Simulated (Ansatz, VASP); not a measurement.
## Two plane-wave programs on AlN

```
Al N
1.0
     4.37714    0.00000    0.00000
     0.00000   -4.37714    0.00000
     0.00000    0.00000   -4.37714
Al N
4 4
Direct
  0.95929 0.02879 0.95929
  0.50000 0.50000 0.00000
  0.50000 0.00000 0.50000
  0.00000 0.50000 0.50000
  0.75000 0.75000 0.75000
  0.25000 0.25000 0.75000
  0.25000 0.75000 0.25000
  0.75000 0.25000 0.25000
```

Alike in both runs: task single point; functional PBEsol; k mesh 6 × 6 × 6; occupations gaussian, width 0.05 eV; no spin polarisation.

|  | VASP | Ansatz |
| --- | --- | --- |
| version | VASP 6.6.1 | Ansatz 0.2.0 |
| potentials or method | VASP PAW PBE potentials, release 64 (Al, N), cutoff 520 eV | scalar-relativistic, plane waves, PAW |
| valence electrons in the cell | 32 | 32 |

```tsv
	VASP	Ansatz	Ansatz less VASP
gap on the k mesh at the Fermi level (eV)	1.72	1.73	+0.006
least direct gap on the mesh (eV)	1.72	1.73	+0.006
pressure (GPa)	2.0	2.0	-0.04
traceless stress, the component that is largest in VASP (GPa)	1.88	1.84	-0.038
rms of the force components (eV/Å)	1.031	1.027	-0.0035
```

VASP's potentials were made for PBE, not for PBEsol, and Ansatz warns of the same on its side. Atom by atom the forces differ by 0.007 eV/Å (rms over components). With one functional, cell and mesh, what is left measures potentials, basis and numerics.
